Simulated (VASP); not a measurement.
# C (R32) in VASP: a series of runs, part 2 of 3

VASP 6.6.1.

## Step 3: Relaxation of cell and atoms, PBE

Input file INCAR:

```
SYSTEM = C
ALGO     = Normal         ! electronic algorithm
EDIFF    = 1E-7           ! SCF threshold, eV
EDIFFG   = -0.01          ! ionic threshold
ENCUT    = 600            ! plane-wave cutoff, eV
GGA      = PE             ! functional
IBRION   = 2              ! ionic algorithm
ISIF     = 3              ! what is computed and relaxed
ISMEAR   = 0              ! smearing method
LASPH    = .True.         ! aspherical terms in the spheres
LCHARG   = .False.        ! write CHGCAR
LREAL    = .False.        ! projectors in reciprocal space
LWAVE    = .False.        ! write WAVECAR
NELM     = 100            ! most SCF steps
NSW      = 100            ! ionic steps
PREC     = Accurate       ! precision mode
SIGMA    = 0.02           ! smearing width, eV
```

Input file KPOINTS:

```
k-points
0
Gamma
  12 12 12
  0 0 0
```

Input file POSCAR:

```
C
1.0
    2.6357932025      1.5217759150      1.4279103223
   -2.6357932025      1.5217759150      1.4279103223
    0.0000000000     -3.0435518300      1.4279103223
C
5
Direct
    0.3313127821      0.3313127821      0.3313127821
    0.6686872179      0.6686872179      0.6686872179
    0.5839980626      0.4160019374      0.0000000000
    0.0000000000      0.5839980626      0.4160019374
    0.4160019374      0.0000000000      0.5839980626
```

Potentials or basis: VASP PAW PBE potentials, release 64 (C).

Run with:

```console
$ cat potpaw_PBE.64/C/POTCAR > POTCAR
$ mpirun -np 1 vasp_std > vasp.out
```

OUTCAR:

```text
SYSTEM = C
   EDIFF = 1E-7
   EDIFFG = -0.01
   ENCUT = 600
   GGA = PE
   IBRION = 2
   ISIF = 3
   ISMEAR = 0
   LASPH = .True.
   LREAL = .False.
   NELM = 100
   NSW = 100
   PREC = Accurate

 ion  position               nearest neighbor table
   1  0.331  0.331  0.331-   2 1.45   4 1.58   5 1.58   3 1.58
   2  0.669  0.669  0.669-   1 1.45   5 1.58   4 1.58   3 1.58
   3  0.584  0.416  0.000-   1 1.58   2 1.58   4 1.62   5 1.62
   4  0.000  0.584  0.416-   1 1.58   2 1.58   3 1.62   5 1.62
   5  0.416  0.000  0.584-   2 1.58   1 1.58   3 1.62   4 1.62

  LATTYP: Found a trigonal (rhomboedric) cell.
 ALAT       =     3.3618649036
 COS(alpha) =    -0.2293969978

  Lattice vectors:

 A1 = (   2.6357932025,   1.5217759150,   1.4279103223)
 A2 = (  -2.6357932025,   1.5217759150,   1.4279103223)
 A3 = (   0.0000000000,  -3.0435518300,   1.4279103223)

Analysis of symmetry for initial positions (statically):
=====================================================================
 Subroutine PRICEL returns:
 Original cell was already a primitive cell.

 Routine SETGRP: Setting up the symmetry group for a
 trigonal (rhombohedral) supercell.

 Subroutine GETGRP returns: Found  6 space group operations
 (whereof  6 operations were pure point group operations)
 out of a pool of 12 trial point group operations.

The static configuration has the point symmetry D_3 .

Analysis of symmetry for dynamics (positions and initial velocities):
=====================================================================
 Subroutine PRICEL returns:
 Original cell was already a primitive cell.

 Routine SETGRP: Setting up the symmetry group for a
 trigonal (rhombohedral) supercell.

 Subroutine GETGRP returns: Found  6 space group operations
 (whereof  6 operations were pure point group operations)
 out of a pool of 12 trial point group operations.

The dynamic configuration has the point symmetry D_3 .

 Subroutine INISYM returns: Found  6 space group operations
 (whereof  6 operations are pure point group operations),
 and found     1 'primitive' translations

----------------------------------------------------------------------------------------

                                     Primitive cell

  volume of cell :      34.3648

  direct lattice vectors                    reciprocal lattice vectors
     2.635793202  1.521775915  1.427910322     0.189696217  0.109521162  0.233441364
    -2.635793202  1.521775915  1.427910322    -0.189696217  0.109521162  0.233441364
     0.000000000 -3.043551830  1.427910322     0.000000000 -0.219042324  0.233441364

  length of vectors
     3.361864904  3.361864904  3.361864904     0.320116245  0.320116245  0.320116245

  position of ions in fractional coordinates (direct lattice)
     0.331312782  0.331312782  0.331312782
     0.668687218  0.668687218  0.668687218
     0.583998063  0.416001937  0.000000000
     1.000000000  0.583998063  0.416001937
     0.416001937  1.000000000  0.583998063

  ion indices of the primitive-cell ions
   primitive index   ion index
                 1           1
                 2           2
                 3           3
                 4           4
[... 63 lines left out ...]
 SYSTEM =  C
   PREC   = accura    normal or accurate (medium, high low for compatibility)
   ISTART =      0    job   : 0-new  1-cont  2-samecut
   ICHARG =      2    charge: 1-file 2-atom 10-const
   ISPIN  =      1    spin polarized calculation?
   LNONCOLLINEAR =      F non collinear calculations
   LSORBIT =      F    spin-orbit coupling
   LASPH  =      T    aspherical Exc in radial PAW
   ENCUT  =  600.0 eV  44.10 Ry    6.64 a.u.   6.71  6.71  6.71*2*pi/ulx,y,z
   NELM   =    100;   NELMIN=  2; NELMDL= -5     # of ELM steps
   EDIFF  = 0.1E-06   stopping-criterion for ELM
   LREAL  =      F    real-space projection
   EDIFFG = -.1E-01   stopping-criterion for IOM
   NSW    =    100    number of steps for IOM
   IBRION =      2    ionic relax: 0-MD 1-quasi-New 2-CG
   NFREE  =      1    steps in history (QN), initial steepest desc. (CG)
   ISIF   =      3    stress and relaxation
   ISYM   =      2    0-nonsym 1-usesym 2-fastsym
   POTIM  = 0.5000    time-step for ionic-motion
   TEBEG  =    0.0;   TEEND  =   0.0 temperature during run
   PSTRESS=    0.0 pullay stress
   NELECT =      20.0000    total number of electrons
   NUPDOWN=      -1.0000    fix difference up-down
   EMIN   =  10.00;   EMAX   =-10.00  energy-range for DOS
   EFERMI =   0.00;   METHOD = LEGACY
   ISMEAR =     0;   SIGMA  =   0.02  broadening in eV -4-tet -1-fermi 0-gaus
   EFERMI_NEDOS =   21; number of points for ismear=-14 and -15
   IALGO  =     38    algorithm
   IMIX   =      4    mixing-type and parameters
     AMIX     =   0.40;   BMIX     =  1.00
     AMIX_MAG =   1.60;   BMIX_MAG =  1.00
  volume/ion in A,a.u.               =       6.87        46.38
  Fermi-wavevector in a.u.,A,eV,Ry     =   1.366827  2.582928 25.418608  1.868215
  Thomas-Fermi vector in A             =   2.492933
   LORBIT       =      0    0 simple, 1 ext, 2 COOP (PROOUT), +10 PAW based schemes
   GGA     = PE    functional components
   LHFCALC =     F    Hartree Fock is set to
   AEXX    =    0.0000 exact exchange contribution
   IVDW    =     0    specifies the selected vdW correction
   LEPSILON=     F    determine dielectric tensor
   LRPA    =     F    only Hartree local field effects (RPA)
 conjugate gradient relaxation of ions
 non-spin polarized calculation
 Gauss-broadening in eV      SIGMA  =   0.02
  energy-cutoff  :      600.00
  volume of cell :       34.36
 maximum number of plane-waves:      1165
   NGX = 13   NGY = 13   NGZ = 13

--------------------------------------- Ionic step        1  -------------------------------------------

 number of electron      20.0000000 magnetization

 Free energy of the ion-electron system (eV)
  ---------------------------------------------------
  ext. energy  EPLUGINS =         0.00000000
  ---------------------------------------------------
  free energy    TOTEN  =       -38.63209969 eV

  energy without entropy =      -38.63209969  energy(sigma->0) =      -38.63209969

------------------------ aborting loop because EDIFF is reached ----------------------------------------

  FORCE on cell =-STRESS in cart. coord.  units (eV):
  Direction    XX          YY          ZZ          XY          YZ          ZX
  --------------------------------------------------------------------------------------
  -------------------------------------------------------------------------------------
  Total        0.0149177      0.0149177      0.0675252      0.0000000      0.0000000      0.0000000
  in kB        0.6955041      0.6955041      3.1481986      0.0000000      0.0000000      0.0000000
  external PRESSURE =       1.5130689 kB  Pullay stress =       0.0000000 kB
[... 104 lines left out ...]
--------------------------------------- Ionic step        4  -------------------------------------------

 number of electron      20.0000000 magnetization

 Free energy of the ion-electron system (eV)
  ---------------------------------------------------
  ext. energy  EPLUGINS =         0.00000000
  ---------------------------------------------------
  free energy    TOTEN  =       -38.63220746 eV

  energy without entropy =      -38.63220746  energy(sigma->0) =      -38.63220746

 E-fermi :   7.5836     XC(G=0): -12.0456

 val. band max:        7.4999625099   @ k =   0.5000   0.5000   0.5000
 cond. band min:       8.8667557378   @ k =   0.1667   0.1667   0.0833
 fundamental gap:      1.3667932279
 Fermi energy:         7.5836133499

 k-point     1 :       0.0000    0.0000    0.0000
  band No.  band energies     occupation
      1     -13.5986      2.00000
      2      -3.6596      2.00000
      3      -3.6596      2.00000
      4      -2.2684      2.00000
      5      -1.1182      2.00000
      6      -0.1308      2.00000
      7      -0.1308      2.00000
      8       3.3858      2.00000
      9       3.3858      2.00000
     10       5.0869      2.00000
     11      10.2591      0.00000
     12      10.2591      0.00000
     13      10.8708      0.00000
     14      17.0605      0.00000
[... 377 lines left out ...]
      1     -12.2773      2.00000
      2      -7.9236      2.00000
      3      -4.4589      2.00000
      4      -2.3352      2.00000
      5      -0.9289      2.00000
      6       0.8833      2.00000
      7       1.4664      2.00000
      8       3.0601      2.00000
      9       5.2123      2.00000
     10       5.8053      2.00000
     11      10.0220      0.00000
     12      10.9228      0.00000
     13      13.5234      0.00000
     14      15.6761      0.00000

 [... further k-points ...]

------------------------ aborting loop because EDIFF is reached ----------------------------------------

  FORCE on cell =-STRESS in cart. coord.  units (eV):
  Direction    XX          YY          ZZ          XY          YZ          ZX
  --------------------------------------------------------------------------------------
  -------------------------------------------------------------------------------------
  Total        0.0114282      0.0114282     -0.0344594      0.0000000      0.0000000      0.0000000
  in kB        0.5328709      0.5328709     -1.6067658      0.0000000      0.0000000      0.0000000
  external PRESSURE =      -0.1803413 kB  Pullay stress =       0.0000000 kB
[... 20 lines left out ...]
  FREE ENERGIE OF THE ION-ELECTRON SYSTEM (eV)
  ---------------------------------------------------
  free  energy   TOTEN  =       -38.6322074551 eV

  energy  without entropy=      -38.6322074551  energy(sigma->0) =      -38.63220746

 reached required accuracy - stopping structural energy minimisation
```

Run time: 2.2 min. Hardware: 1 thread of Intel Xeon Platinum 8488C (Sapphire Rapids), shared host; peak memory 0.21 GiB.

Results:

* Free energy: -38.6322 eV
* Relaxed volume: 6.87 Å³/atom
* Relaxed cell: a = 3.362 Å, b = 3.362 Å, c = 3.362 Å, α = 103.27°, β = 103.27°, γ = 103.27°
* Space group after relaxing (to 0.05 Å): R32 (No. 155)
* Energy gained by relaxing: 0.0 meV/atom
* Ionic steps: 4
* Pressure after relaxing: 0.0 GPa
* Largest force after relaxing: 0.003 eV/Å
* Band gap on the k mesh: 1.37 eV, indirect (least direct gap 1.95 eV)

Forces in eV/Å, atoms in the order of the input:
```
C    0.000  0.000 -0.003
C    0.000  0.000  0.003
C   -0.003  0.000  0.000
C    0.001 -0.003  0.000
C    0.001  0.003  0.000
```

Step by step:
| step | energy change (eV) | largest force (eV/Å) | pressure (GPa) | volume (Å³) |
| --- | --- | --- | --- | --- |
| 1 | 0.0000 | 0.0827 | 0.15 | 34.36 |
| 2 | 0.0008 | 0.2437 | -0.79 | 34.40 |
| 3 | -0.0001 | 0.0049 | -0.07 | 34.37 |
| 4 | -0.0001 | 0.0030 | -0.02 | 34.36 |

Final structure:
```
CELL_PARAMETERS angstrom
2.63605 1.52193 1.42747
-2.63605 1.52193 1.42747
0.00000 -3.04385 1.42747
ATOMIC_POSITIONS crystal
C 0.33101 0.33101 0.33101
C 0.66899 0.66899 0.66899
C 0.58400 0.41600 0.00000
C 0.00000 0.58400 0.41600
C 0.41600 0.00000 0.58400
```

## Step 4: Single point, PBE, collinear spin, ferromagnetic start

This run uses another cell than the first one, of 6.08 Å³/atom, 0.885 times its volume.

Input file INCAR:

```
PREC = Accurate
ENCUT = 520
EDIFF = 1E-6
ISMEAR = 0
SIGMA = 0.1
LREAL = False
LASPH = True
NELM = 150
ALGO = Normal
ISIF = 2
LWAVE = False
LCHARG = False
ISPIN = 2
MAGMOM = 1 1 1 1 1
LORBIT = 11
GGA = PE
NBANDS = 22
```

Input file KPOINTS:

```
Automatic mesh
0
Gamma
  6 6 6
```

Input file POSCAR:

```
C
1.0
    2.4557744500      1.4178420400      1.4558830600
   -2.4557744500      1.4178420400      1.4558830600
    0.0000000000     -2.8356840800      1.4558830600
C
5
Direct
    0.3295443800      0.3295443800      0.3295443800
    0.6704556200      0.6704556200      0.6704556200
    0.6121795600      0.3878204400      0.0000000000
    0.0000000000      0.6121795600      0.3878204400
    0.3878204400      0.0000000000      0.6121795600
```

Run with:

```console
$ cat potpaw_PBE.64/C/POTCAR > POTCAR
$ mpirun -np 1 vasp_std > vasp.out
```

It took 19 s on 1 thread of Intel Xeon Platinum 8488C (Sapphire Rapids), shared host; peak memory 0.15 GiB.

The run converged. Its results:

| Property | Result |
| --- | --- |
| Free energy | -36.7171 eV |
| Pressure | 49.9 GPa |
| Largest force | 5.118 eV/Å |
| Band gap on the k mesh | zero (filled and empty bands overlap) |
| Net moment | 0.00 μB per cell |
| Valence electrons inside the program's atomic spheres | C 2.65, 2.57 |

Forces on the atoms (eV/Å):
```
C    0.000  0.000  1.773
C    0.000  0.000 -1.773
C   -5.118  0.000  0.000
C    2.559 -4.432  0.000
C    2.559  4.432  0.000
```

Stress tensor (GPa, compression positive):
```
50.88  0.00  0.00
 0.00 50.88  0.00
 0.00  0.00 48.08
```

Levels at points of the mesh, in eV from the Fermi level:
Spin up:
| k point | band 7 | band 8 | band 9 | band 10 | band 11 | band 12 | band 13 | band 14 |
| --- | --- | --- | --- | --- | --- | --- | --- | --- |
| (0.00, 0.00, 0.00) | -8.38 | -4.94 | -4.94 | -1.24 | 2.13 | 2.13 | 5.06 | 8.57 |
| (0.50, 0.00, 0.00) | -7.29 | -3.49 | -2.90 | -1.29 | -0.17 | 3.70 | 5.48 | 7.88 |
| (0.50, 0.50, 0.00) | -6.77 | -3.74 | -3.49 | -1.02 | 3.17 | 5.67 | 6.30 | 7.15 |
| (0.50, 0.50, 0.50) | -9.81 | -1.11 | 0.15 | 0.15 | 0.29 | 5.21 | 7.70 | 7.70 |
Spin down:
| k point | band 6 | band 7 | band 8 | band 9 | band 10 | band 11 | band 12 | band 13 | band 14 | band 15 |
| --- | --- | --- | --- | --- | --- | --- | --- | --- | --- | --- |
| (0.00, 0.00, 0.00) | -8.38 | -8.38 | -4.94 | -4.94 | -1.24 | 2.13 | 2.13 | 5.06 | 8.57 | 9.64 |
| (0.50, 0.00, 0.00) | -8.18 | -7.29 | -3.49 | -2.90 | -1.29 | -0.17 | 3.70 | 5.48 | 7.88 | 8.12 |
| (0.50, 0.50, 0.00) | -6.96 | -6.77 | -3.74 | -3.49 | -1.02 | 3.17 | 5.67 | 6.30 | 7.15 | 9.37 |
| (0.50, 0.50, 0.50) | -10.09 | -9.81 | -1.11 | 0.15 | 0.15 | 0.29 | 5.21 | 7.70 | 7.70 | 10.22 |

Caveat: forces of over 1 eV/Å act on the atoms, so gaps and moduli don't describe the material at rest.

(Part 2 of 3 ends here.)
